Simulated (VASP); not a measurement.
# FeS2 (Pa-3) in VASP: a series of runs

The runs below take FeS2 through single point, with r2SCAN.

Everything below comes from runs of VASP 6.6.1. Logs are shortened: lines on timing, memory, paths and dates and some standing lists are left out, and cuts for length are marked.

### Step 1. The cell of the first run

The structure is cubic, space group Pa-3 (No. 205). Conventional cell: a = 5.403 Å, b = 5.403 Å, c = 5.403 Å, α = 90.00°, β = 90.00°, γ = 90.00°. Fe (site symmetry -3) has 6 S at 2.26 Å within 3.0 Å. Within 2.8 Å of S (site symmetry 3) lie 1 S at 2.15 Å and 3 Fe at 2.26 Å.

### Step 2. Single point, r2SCAN

Input file POSCAR:

```
FeS2
1.0
    5.4030117406      0.0000000000      0.0000000000
    0.0000000000      5.4030117406      0.0000000000
    0.0000000000      0.0000000000      5.4030117406
Fe S
4 8
Direct
    0.0000000000      0.5000000000      0.5000000000
    0.5000000000      0.5000000000      0.0000000000
    0.5000000000      0.0000000000      0.5000000000
    0.0000000000      0.0000000000      0.0000000000
    0.3849931412      0.1150068588      0.8849931412
    0.1150068588      0.8849931412      0.3849931412
    0.8849931412      0.3849931412      0.1150068588
    0.6150068588      0.6150068588      0.6150068588
    0.3849931412      0.3849931412      0.3849931412
    0.1150068588      0.6150068588      0.8849931412
    0.8849931412      0.1150068588      0.6150068588
    0.6150068588      0.8849931412      0.1150068588
```

Input file INCAR.step1:

```
PREC = Accurate ; ENCUT = 660
ISMEAR = 0 ; SIGMA = 0.01
LREAL = False ; LASPH = True
NELM = 120 ; NBANDS = 52
GGA = PE ; ALGO = Normal
EDIFF = 1E-5 ; LWAVE = True
LCHARG = False ; GGA_COMPAT = False
```

Input file INCAR.step2:

```
PREC = Accurate ; ENCUT = 660
EDIFF = 1E-6 ; ISMEAR = 0
SIGMA = 0.01 ; LREAL = False
LASPH = True ; NELM = 120
ALGO = Normal ; ISIF = 2
LWAVE = False ; LCHARG = False
METAGGA = R2SCAN ; LMIXTAU = True
NBANDS = 52 ; ISTART = 1
GGA_COMPAT = False
```

Input file KPOINTS:

```
regular mesh
0
Gamma
  4 4 4
```

Potentials or basis: VASP PAW PBE potentials, release 64 (Fe, S).

Launch:

```bash
$ cat potpaw_PBE.64/Fe/POTCAR potpaw_PBE.64/S/POTCAR > POTCAR
$ cp INCAR.step1 INCAR
$ mpirun -np 1 vasp_std > vasp.out
$ cp INCAR.step2 INCAR
$ mpirun -np 1 vasp_std > vasp.out
```

OUTCAR:

```text
PREC = Accurate
   ENCUT = 660
   EDIFF = 1E-6
   ISMEAR = 0
   LREAL = False
   LASPH = True
   NELM = 120
   ISIF = 2
   METAGGA = R2SCAN
   ISTART = 1

 ion  position               nearest neighbor table
   1  0.000  0.500  0.500-   6 2.26   7 2.26   8 2.26   9 2.26  10 2.26  11 2.26
   2  0.500  0.500  0.000-   5 2.26   7 2.26   8 2.26   9 2.26  10 2.26  12 2.26
   3  0.500  0.000  0.500-   5 2.26   6 2.26   8 2.26   9 2.26  11 2.26  12 2.26
   4  0.000  0.000  0.000-   5 2.26   6 2.26   7 2.26  10 2.26  11 2.26  12 2.26
   5  0.385  0.115  0.885-  12 2.15   3 2.26   4 2.26   2 2.26
   6  0.115  0.885  0.385-  11 2.15   3 2.26   4 2.26   1 2.26
   7  0.885  0.385  0.115-  10 2.15   2 2.26   4 2.26   1 2.26
   8  0.615  0.615  0.615-   9 2.15   2 2.26   3 2.26   1 2.26
   9  0.385  0.385  0.385-   8 2.15   2 2.26   3 2.26   1 2.26
  10  0.115  0.615  0.885-   7 2.15   2 2.26   4 2.26   1 2.26
  11  0.885  0.115  0.615-   6 2.15   3 2.26   4 2.26   1 2.26
  12  0.615  0.885  0.115-   5 2.15   3 2.26   4 2.26   2 2.26

  LATTYP: Found a simple cubic cell.
 ALAT       =     5.4030117406

  Lattice vectors:

 A1 = (   5.4030117406,   0.0000000000,   0.0000000000)
 A2 = (   0.0000000000,   5.4030117406,   0.0000000000)
 A3 = (   0.0000000000,   0.0000000000,   5.4030117406)

Analysis of symmetry for initial positions (statically):
=====================================================================
 Subroutine PRICEL returns:
 Original cell was already a primitive cell.

 Routine SETGRP: Setting up the symmetry group for a
 simple cubic supercell.

 Subroutine GETGRP returns: Found 24 space group operations
 (whereof  6 operations were pure point group operations)
 out of a pool of 48 trial point group operations.

The static configuration has the point symmetry S_6 .
 The point group associated with its full space group is T_h .

Analysis of symmetry for dynamics (positions and initial velocities):
=====================================================================
 Subroutine PRICEL returns:
 Original cell was already a primitive cell.

 Routine SETGRP: Setting up the symmetry group for a
 simple cubic supercell.

 Subroutine GETGRP returns: Found 24 space group operations
 (whereof  6 operations were pure point group operations)
 out of a pool of 48 trial point group operations.

The dynamic configuration has the point symmetry S_6 .
 The point group associated with its full space group is T_h .

[... 114 lines left out ...]
   PSTRESS=    0.0 pullay stress
   NELECT =      80.0000    total number of electrons
   NUPDOWN=      -1.0000    fix difference up-down
   EMIN   =  10.00;   EMAX   =-10.00  energy-range for DOS
   EFERMI =   0.00;   METHOD = LEGACY
   ISMEAR =     0;   SIGMA  =   0.01  broadening in eV -4-tet -1-fermi 0-gaus
   EFERMI_NEDOS =   21; number of points for ismear=-14 and -15
   IALGO  =     38    algorithm
   IMIX   =      4    mixing-type and parameters
     AMIX     =   0.40;   BMIX     =  1.00
     AMIX_MAG =   1.60;   BMIX_MAG =  1.00
  volume/ion in A,a.u.               =      13.14        88.70
  Fermi-wavevector in a.u.,A,eV,Ry     =   1.305576  2.467181 23.191530  1.704529
  Thomas-Fermi vector in A             =   2.436436
   LORBIT       =      0    0 simple, 1 ext, 2 COOP (PROOUT), +10 PAW based schemes
   METAGGA = R2SCAN    functional components
   LHFCALC =     F    Hartree Fock is set to
   AEXX    =    0.0000 exact exchange contribution
   IVDW    =     0    specifies the selected vdW correction
   LEPSILON=     F    determine dielectric tensor
   LRPA    =     F    only Hartree local field effects (RPA)
 non-spin polarized calculation
 Gauss-broadening in eV      SIGMA  =   0.01
  energy-cutoff  :      660.00
  volume of cell :      157.73
 maximum number of plane-waves:      6091
 NGX is ok and might be reduce to    48
   NGX = 23   NGY = 23   NGZ = 23

 number of electron      79.9999990 magnetization

 Free energy of the ion-electron system (eV)
  ---------------------------------------------------
  ext. energy  EPLUGINS =         0.00000000
  ---------------------------------------------------
  free energy    TOTEN  =      -127.63039166 eV

  energy without entropy =     -127.63039166  energy(sigma->0) =     -127.63039166

 E-fermi :   7.7541     XC(G=0): -12.6270

 val. band max:        7.6682598420   @ k =   0.5000   0.0000   0.0000
 cond. band min:       8.6144456000   @ k =   0.0000   0.0000   0.0000
 fundamental gap:      0.9461857580
 Fermi energy:         7.7541117902

 k-point     1 :       0.0000    0.0000    0.0000
  band No.  band energies     occupation
      1      -9.8560      2.00000
      2      -7.6586      2.00000
      3      -7.6586      2.00000
      4      -7.6586      2.00000
      5      -5.0383      2.00000
      6      -5.0383      2.00000
[... 594 lines left out ...]
     51      11.3170      0.00000
     52      11.3170      0.00000

------------------------ aborting loop because EDIFF is reached ----------------------------------------

  FORCE on cell =-STRESS in cart. coord.  units (eV):
  Direction    XX          YY          ZZ          XY          YZ          ZX
  --------------------------------------------------------------------------------------
  -------------------------------------------------------------------------------------
  Total        0.0140775      0.0140775      0.0140775      0.0000000      0.0000000     -0.0000000
  in kB        0.1429976      0.1429976      0.1429976      0.0000000      0.0000000     -0.0000000
  external PRESSURE =       0.1429976 kB  Pullay stress =       0.0000000 kB

 VOLUME and BASIS-vectors are now :
 -----------------------------------------------------------------------------
  energy-cutoff  :      660.00
  volume of cell :      157.73
      direct lattice vectors                 reciprocal lattice vectors
     5.403011741  0.000000000  0.000000000     0.185081959  0.000000000  0.000000000
     0.000000000  5.403011741  0.000000000     0.000000000  0.185081959  0.000000000
     0.000000000  0.000000000  5.403011741     0.000000000  0.000000000  0.185081959

 POSITION                                       TOTAL-FORCE (eV/Angst)
 -----------------------------------------------------------------------------------
      0.00000      2.70151      2.70151        -0.000000     -0.000000      0.000000
      2.70151      2.70151      0.00000        -0.000000     -0.000000      0.000000
      2.70151      0.00000      2.70151        -0.000000     -0.000000      0.000000
      0.00000      0.00000      0.00000        -0.000000     -0.000000      0.000000
      2.08012      0.62138      4.78163         0.049951     -0.049951      0.049951
      0.62138      4.78163      2.08012        -0.049951      0.049951      0.049951
      4.78163      2.08012      0.62138         0.049951      0.049951     -0.049951
      3.32289      3.32289      3.32289        -0.049951     -0.049951     -0.049951
      2.08012      2.08012      2.08012         0.049951      0.049951      0.049951
      0.62138      3.32289      4.78163        -0.049951     -0.049951      0.049951
      4.78163      0.62138      3.32289         0.049951     -0.049951     -0.049951
      3.32289      4.78163      0.62138        -0.049951      0.049951     -0.049951
 -----------------------------------------------------------------------------------
    total drift:                                0.000000      0.000000      0.000000

  FREE ENERGIE OF THE ION-ELECTRON SYSTEM (eV)
  ---------------------------------------------------
  free  energy   TOTEN  =      -127.6303916582 eV

  energy  without entropy=     -127.6303916582  energy(sigma->0) =     -127.63039166
```

It took 4.7 min on 1 thread of Intel Xeon Platinum 8488C (Sapphire Rapids), shared host; peak memory 0.41 GiB.

What came out:

| Quantity | Value |
| --- | --- |
| Free energy | -127.6304 eV |
| Pressure | 0.0 GPa |
| Largest force | 0.087 eV/Å |
| Band gap on the k mesh | 0.95 eV (least direct gap 1.01 eV) |

Forces on the atoms (eV/Å):
```
Fe   0.000  0.000  0.000
Fe   0.000  0.000  0.000
Fe   0.000  0.000  0.000
Fe   0.000  0.000  0.000
S    0.050 -0.050  0.050
S   -0.050  0.050  0.050
S    0.050  0.050 -0.050
S   -0.050 -0.050 -0.050
S    0.050  0.050  0.050
S   -0.050 -0.050  0.050
S    0.050 -0.050 -0.050
S   -0.050  0.050 -0.050
```

Caveat: the PAW data sets were made with another functional, which shifts forces and pressure a little. Spin polarisation is off, so any magnetic state and its effect on volume and gap are missing.

### Step 3. Single point, r2SCAN (13.54 Å³/atom)

This run uses another cell than the first one, of 13.54 Å³/atom.

POSCAR, as its differences from that of step 2:

```diff
@@ -2,5 +2,5 @@
 1.0
-    5.4030117406      0.0000000000      0.0000000000
-    0.0000000000      5.4030117406      0.0000000000
-    0.0000000000      0.0000000000      5.4030117406
+    5.4565103856      0.0000000000      0.0000000000
+    0.0000000000      5.4565103856      0.0000000000
+    0.0000000000      0.0000000000      5.4565103856
 Fe S
```

Input file INCAR.step1:

```
SYSTEM = FeS2
ALGO     = Normal         ! electronic algorithm
EDIFF    = 1E-5           ! SCF threshold, eV
ENCUT    = 660            ! plane-wave cutoff, eV
GGA      = PE             ! functional
GGA_COMPAT= .False.      
ISMEAR   = 0              ! smearing method
LASPH    = .True.         ! aspherical terms in the spheres
LCHARG   = .False.        ! write CHGCAR
LREAL    = .False.        ! projectors in reciprocal space
LWAVE    = .True.         ! write WAVECAR
NBANDS   = 52             ! bands
NELM     = 120            ! most SCF steps
PREC     = Accurate       ! precision mode
SIGMA    = 0.01           ! smearing width, eV
```

Input file INCAR.step2:

```
SYSTEM = FeS2
ALGO     = Normal         ! electronic algorithm
EDIFF    = 1E-6           ! SCF threshold, eV
ENCUT    = 660            ! plane-wave cutoff, eV
GGA_COMPAT= .False.      
ISIF     = 2              ! what is computed and relaxed
ISMEAR   = 0              ! smearing method
ISTART   = 1            
LASPH    = .True.         ! aspherical terms in the spheres
LCHARG   = .False.        ! write CHGCAR
LMIXTAU  = .True.       
LREAL    = .False.        ! projectors in reciprocal space
LWAVE    = .False.        ! write WAVECAR
METAGGA  = R2SCAN         ! meta-GGA
NBANDS   = 52             ! bands
NELM     = 120            ! most SCF steps
PREC     = Accurate       ! precision mode
SIGMA    = 0.01           ! smearing width, eV
```

Input file KPOINTS:

```
k-points
0
Gamma
  4 4 4
  0 0 0
```

Potentials or basis: VASP PAW PBE potentials, release 64 (Fe, S).

Launch:

```bash
$ cat potpaw_PBE.64/Fe/POTCAR potpaw_PBE.64/S/POTCAR > POTCAR
$ cp INCAR.step1 INCAR
$ mpirun -np 1 vasp_std > vasp.out
$ cp INCAR.step2 INCAR
$ mpirun -np 1 vasp_std > vasp.out
```

OUTCAR:

```text
SYSTEM = FeS2
   EDIFF = 1E-6
   ENCUT = 660
   ISIF = 2
   ISMEAR = 0
   ISTART = 1
   LASPH = .True.
   LREAL = .False.
   METAGGA = R2SCAN
   NELM = 120
   PREC = Accurate

 ion  position               nearest neighbor table
   1  0.000  0.500  0.500-   6 2.28   7 2.28   8 2.28   9 2.28  10 2.28  11 2.28
   2  0.500  0.500  0.000-   5 2.28   7 2.28   8 2.28   9 2.28  10 2.28  12 2.28
   3  0.500  0.000  0.500-   5 2.28   6 2.28   8 2.28   9 2.28  11 2.28  12 2.28
   4  0.000  0.000  0.000-   5 2.28   6 2.28   7 2.28  10 2.28  11 2.28  12 2.28
   5  0.385  0.115  0.885-  12 2.17   3 2.28   4 2.28   2 2.28
   6  0.115  0.885  0.385-  11 2.17   3 2.28   4 2.28   1 2.28
   7  0.885  0.385  0.115-  10 2.17   2 2.28   4 2.28   1 2.28
   8  0.615  0.615  0.615-   9 2.17   2 2.28   3 2.28   1 2.28
   9  0.385  0.385  0.385-   8 2.17   2 2.28   3 2.28   1 2.28
  10  0.115  0.615  0.885-   7 2.17   2 2.28   4 2.28   1 2.28
  11  0.885  0.115  0.615-   6 2.17   3 2.28   4 2.28   1 2.28
  12  0.615  0.885  0.115-   5 2.17   3 2.28   4 2.28   2 2.28

  LATTYP: Found a simple cubic cell.
[... 205 lines left out ...]
      6      -5.3377      2.00000
[... 594 lines left out ...]
     51      10.8063      0.00000
     52      10.8063      0.00000

------------------------ aborting loop because EDIFF is reached ----------------------------------------

  FORCE on cell =-STRESS in cart. coord.  units (eV):
  Direction    XX          YY          ZZ          XY          YZ          ZX
  --------------------------------------------------------------------------------------
  -------------------------------------------------------------------------------------
  Total       -4.4364217     -4.4364217     -4.4364217      0.0000000      0.0000000      0.0000000
  in kB      -43.7520540    -43.7520540    -43.7520540      0.0000000      0.0000000      0.0000000
  external PRESSURE =     -43.7520540 kB  Pullay stress =       0.0000000 kB

 VOLUME and BASIS-vectors are now :
 -----------------------------------------------------------------------------
  energy-cutoff  :      660.00
  volume of cell :      162.46
      direct lattice vectors                 reciprocal lattice vectors
     5.456510386  0.000000000  0.000000000     0.183267314  0.000000000  0.000000000
     0.000000000  5.456510386  0.000000000     0.000000000  0.183267314  0.000000000
     0.000000000  0.000000000  5.456510386     0.000000000  0.000000000  0.183267314

 POSITION                                       TOTAL-FORCE (eV/Angst)
 -----------------------------------------------------------------------------------
      0.00000      2.72826      2.72826        -0.000000     -0.000000      0.000000
      2.72826      2.72826      0.00000        -0.000000     -0.000000      0.000000
      2.72826      0.00000      2.72826        -0.000000     -0.000000      0.000000
      0.00000      0.00000      0.00000        -0.000000     -0.000000      0.000000
      2.10072      0.62754      4.82897         0.094992     -0.094992      0.094992
      0.62754      4.82897      2.10072        -0.094992      0.094992      0.094992
      4.82897      2.10072      0.62754         0.094992      0.094992     -0.094992
      3.35579      3.35579      3.35579        -0.094992     -0.094992     -0.094992
      2.10072      2.10072      2.10072         0.094992      0.094992      0.094992
      0.62754      3.35579      4.82897        -0.094992     -0.094992      0.094992
      4.82897      0.62754      3.35579         0.094992     -0.094992     -0.094992
      3.35579      4.82897      0.62754        -0.094992      0.094992     -0.094992
 -----------------------------------------------------------------------------------
    total drift:                                0.000000      0.000000      0.000000

  FREE ENERGIE OF THE ION-ELECTRON SYSTEM (eV)
  ---------------------------------------------------
  free  energy   TOTEN  =      -127.5635020288 eV

  energy  without entropy=     -127.5635020288  energy(sigma->0) =     -127.56350203
```

OSZICAR.step1:

```text
N       E                     dE             d eps       ncg     rms          rms(c)
DAV:   1     0.859783616058E+03    0.85978E+03   -0.39227E+04  1144   0.193E+03
DAV:   2     0.545162763918E+02   -0.80527E+03   -0.77149E+03  1144   0.450E+02
DAV:   3    -0.684895984242E+02   -0.12301E+03   -0.11326E+03  1572   0.177E+02
DAV:   4    -0.781569760579E+02   -0.96674E+01   -0.94419E+01  1556   0.501E+01
DAV:   5    -0.784078260542E+02   -0.25085E+00   -0.24974E+00  1524   0.859E+00    0.379E+01
DAV:   6    -0.992339149925E+02   -0.20826E+02   -0.14514E+02  1660   0.131E+02    0.525E+01
DAV:   7    -0.707600437052E+02    0.28474E+02   -0.65913E+01  1396   0.135E+02    0.138E+01
DAV:   8    -0.725236339172E+02   -0.17636E+01   -0.20506E+01  1344   0.158E+01    0.881E+00
DAV:   9    -0.720706084510E+02    0.45303E+00   -0.12882E+00  1560   0.114E+01    0.302E+00
DAV:  10    -0.720531340312E+02    0.17474E-01   -0.27687E-01  1644   0.283E+00    0.117E+00
DAV:  11    -0.720505370846E+02    0.25969E-02   -0.18732E-02  1328   0.110E+00    0.538E-01
DAV:  12    -0.720489547932E+02    0.15823E-02   -0.35191E-03  1596   0.286E-01    0.225E-01
DAV:  13    -0.720487457329E+02    0.20906E-03   -0.45046E-04  1656   0.147E-01    0.101E-01
DAV:  14    -0.720487217397E+02    0.23993E-04   -0.11369E-04  1360   0.563E-02    0.315E-02
DAV:  15    -0.720487245223E+02   -0.27826E-05   -0.16137E-05   628   0.352E-02
   1 F= -.72048725E+02 E0= -.72048725E+02  d E =-.635177E-40
```

It took 4.7 min on 1 thread of Intel Xeon Platinum 8488C (Sapphire Rapids), shared host; peak memory 0.41 GiB.

What came out:

| Property | Result |
| --- | --- |
| Free energy | -127.5635 eV |
| Pressure | -4.4 GPa |
| Largest force | 0.165 eV/Å |
| Band gap on the k mesh | 0.95 eV (least direct gap 1.01 eV) |

Forces in eV/Å, atoms in the order of the input:
```
Fe   0.000  0.000  0.000
Fe   0.000  0.000  0.000
Fe   0.000  0.000  0.000
Fe   0.000  0.000  0.000
S    0.095 -0.095  0.095
S   -0.095  0.095  0.095
S    0.095  0.095 -0.095
S   -0.095 -0.095 -0.095
S    0.095  0.095  0.095
S   -0.095 -0.095  0.095
S    0.095 -0.095 -0.095
S   -0.095  0.095 -0.095
```

Caveat: the cell stands under tension; the PAW data sets were made with another functional, which shifts forces and pressure a little. Spin polarisation is off, so any magnetic state and its effect on volume and gap are missing.

[end of part 1 of 2]
